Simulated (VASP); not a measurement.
# PbF2 (Fm-3m) in VASP: single point with r2SCAN

Aim: the single point of PbF2 with r2SCAN.

Program: VASP 6.6.1. These are calculated values, not measurements. Logs are shortened: lines on timing, memory, paths and dates and some standing lists are left out, and cuts for length are marked.

## 1. The cell of the first run

Symmetry: Fm-3m, No. 225, cubic system. Conventional cell: a = 5.865 Å, b = 5.865 Å, c = 5.865 Å, α = 90.00°, β = 90.00°, γ = 90.00°. Within 3.4 Å of Pb (site symmetry m-3m) lie 8 F at 2.54 Å. F (site symmetry -43m) has 4 Pb at 2.54 Å and 6 F at 2.93 Å within 3.4 Å.

## 2. Single point, r2SCAN

POSCAR reads:

```
PbF2
1.0
    0.0000000000      2.9325206900      2.9325206900
    2.9325206900      0.0000000000      2.9325206900
    2.9325206900      2.9325206900      0.0000000000
Pb F
1 2
Direct
    0.0000000000      0.0000000000      0.0000000000
    0.2500000000      0.2500000000      0.2500000000
    0.7500000000      0.7500000000      0.7500000000
```

INCAR.step1 reads:

```
SYSTEM = PbF2
PREC = Accurate ; ENCUT = 520
ISMEAR = 0 ; SIGMA = 0.0138
LREAL = .FALSE. ; LASPH = .TRUE.
NELM = 60 ; NBANDS = 21
GGA = PE ; ALGO = Normal
EDIFF = 1E-4 ; LWAVE = .TRUE.
LCHARG = .FALSE.
```

INCAR.step2 reads:

```
SYSTEM = PbF2
PREC = Accurate ; ENCUT = 520
EDIFF = 1E-6 ; ISMEAR = 0
SIGMA = 0.0138 ; LREAL = .FALSE.
LASPH = .TRUE. ; NELM = 60
ALGO = Normal ; ISIF = 2
LWAVE = .FALSE. ; LCHARG = .FALSE.
METAGGA = R2SCAN ; LMIXTAU = .TRUE.
NBANDS = 21 ; ISTART = 1
```

KPOINTS reads:

```
regular mesh
0
G
  8 8 8
  0 0 0
```

Potentials or basis: VASP PAW PBE potentials, release 64 (Pb_d, F).

Command:

```bash
$ cat potpaw_PBE.64/Pb_d/POTCAR potpaw_PBE.64/F/POTCAR > POTCAR
$ cp INCAR.step1 INCAR
$ mpirun -np 1 vasp_std > vasp.out
$ cp INCAR.step2 INCAR
$ mpirun -np 1 vasp_std > vasp.out
```

OUTCAR:

```text
SYSTEM = PbF2
   PREC = Accurate
   ENCUT = 520
   EDIFF = 1E-6
   ISMEAR = 0
   LREAL = .FALSE.
   LASPH = .TRUE.
   NELM = 60
   ISIF = 2
   METAGGA = R2SCAN
   ISTART = 1

 ion  position               nearest neighbor table
   1  0.000  0.000  0.000-   3 2.54   3 2.54   3 2.54   2 2.54   2 2.54   2 2.54   3 2.54   2 2.54

   2  0.250  0.250  0.250-   1 2.54   1 2.54   1 2.54   1 2.54
   3  0.750  0.750  0.750-   1 2.54   1 2.54   1 2.54   1 2.54

  LATTYP: Found a face centered cubic cell.
 ALAT       =     5.8650413800

  Lattice vectors:

 A1 = (   0.0000000000,   2.9325206900,   2.9325206900)
 A2 = (   2.9325206900,   0.0000000000,   2.9325206900)
 A3 = (   2.9325206900,   2.9325206900,   0.0000000000)

Analysis of symmetry for initial positions (statically):
=====================================================================
 Subroutine PRICEL returns:
 Original cell was already a primitive cell.

 Routine SETGRP: Setting up the symmetry group for a
 face centered cubic supercell.

 Subroutine GETGRP returns: Found 48 space group operations
 (whereof 48 operations were pure point group operations)
 out of a pool of 48 trial point group operations.

The static configuration has the point symmetry O_h .

Analysis of symmetry for dynamics (positions and initial velocities):
=====================================================================
 Subroutine PRICEL returns:
 Original cell was already a primitive cell.

 Routine SETGRP: Setting up the symmetry group for a
 face centered cubic supercell.

 Subroutine GETGRP returns: Found 48 space group operations
 (whereof 48 operations were pure point group operations)
 out of a pool of 48 trial point group operations.

The dynamic configuration has the point symmetry O_h .

 Subroutine INISYM returns: Found 48 space group operations
 (whereof 48 operations are pure point group operations),
 and found     1 'primitive' translations

----------------------------------------------------------------------------------------

                                     Primitive cell

  volume of cell :      50.4375

  direct lattice vectors                    reciprocal lattice vectors
     0.000000000  2.932520690  2.932520690    -0.170501781  0.170501781  0.170501781
     2.932520690  0.000000000  2.932520690     0.170501781 -0.170501781  0.170501781
     2.932520690  2.932520690  0.000000000     0.170501781  0.170501781 -0.170501781

  length of vectors
     4.147210532  4.147210532  4.147210532     0.295317747  0.295317747  0.295317747

  position of ions in fractional coordinates (direct lattice)
     0.000000000  0.000000000  0.000000000
     0.250000000  0.250000000  0.250000000
     0.750000000  0.750000000  0.750000000

  ion indices of the primitive-cell ions
   primitive index   ion index
                 1           1
                 2           2
                 3           3

----------------------------------------------------------------------------------------

 KPOINTS: regular mesh

Automatic generation of k-mesh.
 Grid dimensions read from file:
 generate k-points for:    8    8    8

 Generating k-lattice:

  Cartesian coordinates                     Fractional coordinates (reciprocal lattice)
    -0.021312723  0.021312723  0.021312723     0.125000000  0.000000000  0.000000000
     0.021312723 -0.021312723  0.021312723     0.000000000  0.125000000  0.000000000
     0.021312723  0.021312723 -0.021312723     0.000000000  0.000000000  0.125000000

  Length of vectors
     0.036914718  0.036914718  0.036914718

  Shift w.r.t. Gamma in fractional coordinates (k-lattice)
     0.000000000  0.000000000  0.000000000

 Subroutine IBZKPT returns following result:
 ===========================================

 Found     29 irreducible k-points:

 Following reciprocal coordinates:
            Coordinates               Weight
  0.000000  0.000000  0.000000      1.000000
  0.125000  0.000000  0.000000      8.000000
  0.250000  0.000000  0.000000      8.000000
  0.375000  0.000000  0.000000      8.000000
  0.500000  0.000000  0.000000      4.000000
  0.125000  0.125000  0.000000      6.000000
[... 16 lines left out ...]
  0.500000  0.250000  0.125000     48.000000
 -0.375000  0.250000  0.125000     24.000000
 [... further k-points ...]
   k-points           NKPTS =     29   k-points in BZ     NKDIM =     29   number of bands    NBANDS=     21
   number of dos      NEDOS =    301   number of ions     NIONS =      3
   total plane-waves  NPLWV =  32768
   dimension x,y,z NGX =    32 NGY =   32 NGZ =   32
   dimension x,y,z NGXF=    64 NGYF=   64 NGZF=   64
   ions per type =               1   2
   NGX,Y,Z   is equivalent  to a cutoff of  12.83, 12.83, 12.83 a.u.
   NGXF,Y,Z  is equivalent  to a cutoff of  25.66, 25.66, 25.66 a.u.
 SYSTEM =  PbF2
   PREC   = accura    normal or accurate (medium, high low for compatibility)
   ISTART =      1    job   : 0-new  1-cont  2-samecut
   ICHARG =      0    charge: 1-file 2-atom 10-const
   ISPIN  =      1    spin polarized calculation?
   LNONCOLLINEAR =      F non collinear calculations
   LSORBIT =      F    spin-orbit coupling
   LASPH  =      T    aspherical Exc in radial PAW
   ENCUT  =  520.0 eV  38.22 Ry    6.18 a.u.   7.71  7.71  7.71*2*pi/ulx,y,z
   NELM   =     60;   NELMIN=  2; NELMDL=  0     # of ELM steps
   EDIFF  = 0.1E-05   stopping-criterion for ELM
   LREAL  =      F    real-space projection
   EDIFFG = 0.1E-04   stopping-criterion for IOM
   NSW    =      0    number of steps for IOM
   IBRION =     -1    ionic relax: 0-MD 1-quasi-New 2-CG
   NFREE  =      0    steps in history (QN), initial steepest desc. (CG)
   ISIF   =      2    stress and relaxation
   ISYM   =      2    0-nonsym 1-usesym 2-fastsym
   POTIM  = 0.5000    time-step for ionic-motion
   TEBEG  =    0.0;   TEEND  =   0.0 temperature during run
   PSTRESS=    0.0 pullay stress
   NELECT =      28.0000    total number of electrons
   NUPDOWN=      -1.0000    fix difference up-down
   EMIN   =  10.00;   EMAX   =-10.00  energy-range for DOS
   EFERMI =   0.00;   METHOD = LEGACY
   ISMEAR =     0;   SIGMA  =   0.01  broadening in eV -4-tet -1-fermi 0-gaus
   EFERMI_NEDOS =   21; number of points for ismear=-14 and -15
   IALGO  =     38    algorithm
   IMIX   =      4    mixing-type and parameters
     AMIX     =   0.40;   BMIX     =  1.00
     AMIX_MAG =   1.60;   BMIX_MAG =  1.00
  volume/ion in A,a.u.               =      16.81       113.46
  Fermi-wavevector in a.u.,A,eV,Ry     =   1.345477  2.542584 24.630757  1.810310
  Thomas-Fermi vector in A             =   2.473387
   LORBIT       =      0    0 simple, 1 ext, 2 COOP (PROOUT), +10 PAW based schemes
   METAGGA = R2SCAN    functional components
   LHFCALC =     F    Hartree Fock is set to
   AEXX    =    0.0000 exact exchange contribution
   IVDW    =     0    specifies the selected vdW correction
   LEPSILON=     F    determine dielectric tensor
   LRPA    =     F    only Hartree local field effects (RPA)
 non-spin polarized calculation
 Gauss-broadening in eV      SIGMA  =   0.01
  energy-cutoff  :      520.00
  volume of cell :       50.44
 maximum number of plane-waves:      1380
   NGX = 15   NGY = 15   NGZ = 15

 number of electron      27.9999989 magnetization

 Free energy of the ion-electron system (eV)
  ---------------------------------------------------
  ext. energy  EPLUGINS =         0.00000000
  ---------------------------------------------------
  free energy    TOTEN  =       -70.14904212 eV

  energy without entropy =      -70.14904212  energy(sigma->0) =      -70.14904212

 E-fermi :   2.0850     XC(G=0): -10.1816

 val. band max:        1.9224612846   @ k =  -0.2500   0.5000   0.2500
 cond. band min:       6.8410828055   @ k =   0.5000   0.5000   0.0000
 fundamental gap:      4.9186215209
 Fermi energy:         2.0849795091

 k-point     1 :       0.0000    0.0000    0.0000
  band No.  band energies     occupation
      1     -20.7462      2.00000
      2     -20.1023      2.00000
      3     -12.9987      2.00000
      4     -12.9987      2.00000
      5     -12.9987      2.00000
      6     -12.9339      2.00000
[... 13 lines left out ...]
     20      17.9015      0.00000
     21      20.3232      0.00000

 k-point     2 :       0.1250    0.0000    0.0000
  band No.  band energies     occupation
      1     -20.7155      2.00000
      2     -20.1301      2.00000
      3     -12.9916      2.00000
      4     -12.9916      2.00000
      5     -12.9636      2.00000
      6     -12.9339      2.00000
[... 13 lines left out ...]
     20      17.4223      0.00000
     21      19.6430      0.00000

 k-point     3 :       0.2500    0.0000    0.0000
  band No.  band energies     occupation
      1     -20.6338      2.00000
      2     -20.2032      2.00000
      3     -12.9807      2.00000
      4     -12.9807      2.00000
      5     -12.9274      2.00000
      6     -12.9274      2.00000
[... 13 lines left out ...]
     20      16.7839      0.00000
     21      18.3674      0.00000

 k-point     4 :       0.3750    0.0000    0.0000
  band No.  band energies     occupation
      1     -20.5280      2.00000
      2     -20.2979      2.00000
      3     -12.9794      2.00000
      4     -12.9794      2.00000
      5     -12.9110      2.00000
      6     -12.9110      2.00000
[... 13 lines left out ...]
     20      16.4148      0.00000
     21      17.3815      0.00000

 k-point     5 :       0.5000    0.0000    0.0000
  band No.  band energies     occupation
      1     -20.4462      2.00000
      2     -20.3751      2.00000
      3     -12.9807      2.00000
      4     -12.9807      2.00000
      5     -12.9024      2.00000
      6     -12.9024      2.00000
[... 13 lines left out ...]
     20      16.3064      0.00000
     21      17.0277      0.00000
[... 382 lines left out ...]
     20      19.5321      0.00000
     21      20.0059      0.00000

 k-point    22 :       0.3750    0.2500    0.1250
  band No.  band energies     occupation
      1     -20.5765      2.00000
      2     -20.2510      2.00000
      3     -12.9591      2.00000
      4     -12.9536      2.00000
      5     -12.9407      2.00000
      6     -12.9075      2.00000
[... 13 lines left out ...]
     20      17.9494      0.00000
     21      19.1757      0.00000

 k-point    23 :       0.5000    0.2500    0.1250
  band No.  band energies     occupation
      1     -20.4921      2.00000
      2     -20.3240      2.00000
      3     -12.9592      2.00000
      4     -12.9490      2.00000
      5     -12.9206      2.00000
      6     -12.8836      2.00000
[... 13 lines left out ...]
     20      18.6479      0.00000
     21      19.3327      0.00000

 k-point    24 :      -0.3750    0.2500    0.1250
  band No.  band energies     occupation
      1     -20.4236      2.00000
      2     -20.3880      2.00000
      3     -12.9594      2.00000
      4     -12.9509      2.00000
      5     -12.9069      2.00000
      6     -12.8745      2.00000
[... 13 lines left out ...]
     20      18.9455      0.00000
     21      19.2612      0.00000

 [... further k-points ...]

------------------------ aborting loop because EDIFF is reached ----------------------------------------

  FORCE on cell =-STRESS in cart. coord.  units (eV):
  Direction    XX          YY          ZZ          XY          YZ          ZX
  --------------------------------------------------------------------------------------
  -------------------------------------------------------------------------------------
  Total        0.7259914      0.7259914      0.7259914      0.0000000     -0.0000000      0.0000000
  in kB       23.0615655     23.0615655     23.0615655      0.0000000     -0.0000000      0.0000000
  external PRESSURE =      23.0615655 kB  Pullay stress =       0.0000000 kB

 VOLUME and BASIS-vectors are now :
 -----------------------------------------------------------------------------
  energy-cutoff  :      520.00
  volume of cell :       50.44
      direct lattice vectors                 reciprocal lattice vectors
     0.000000000  2.932520690  2.932520690    -0.170501781  0.170501781  0.170501781
     2.932520690  0.000000000  2.932520690     0.170501781 -0.170501781  0.170501781
     2.932520690  2.932520690  0.000000000     0.170501781  0.170501781 -0.170501781

 POSITION                                       TOTAL-FORCE (eV/Angst)
 -----------------------------------------------------------------------------------
      0.00000      0.00000      0.00000         0.000000     -0.000000      0.000000
      1.46626      1.46626      1.46626         0.000000     -0.000000     -0.000000
      4.39878      4.39878      4.39878        -0.000000      0.000000      0.000000
 -----------------------------------------------------------------------------------
    total drift:                                0.000000     -0.000000      0.000000

  FREE ENERGIE OF THE ION-ELECTRON SYSTEM (eV)
  ---------------------------------------------------
  free  energy   TOTEN  =       -70.1490421242 eV

  energy  without entropy=      -70.1490421242  energy(sigma->0) =      -70.14904212
```

It took 3.2 min on 1 thread of AMD EPYC 7R13 (Zen 3), shared host; peak memory 0.16 GiB.

Results:

| Property | Result |
| --- | --- |
| Free energy | -70.1490 eV |
| Pressure | 2.3 GPa |
| Band gap on the k mesh | 4.92 eV, indirect (least direct gap 5.07 eV) |

Levels at points of the mesh, in eV from the valence-band top:
```tsv
k point	band 12	band 13	band 14	band 15	band 16	band 17
(0.00, 0.00, 0.00)	-2.36	-2.36	-2.36	7.32	7.32	7.32
(0.50, 0.00, 0.00)	-2.54	-2.54	-0.08	5.36	8.33	8.33
(0.50, 0.50, 0.00)	-1.92	-1.92	-0.15	4.92	8.56	8.56
```

Caveat: the PAW data sets were made with another functional, which shifts forces and pressure a little; spin-orbit coupling is left out, which moves the levels of the heavy elements. r2SCAN opens gaps a little over a GGA but as a rule still falls short of measured ones.
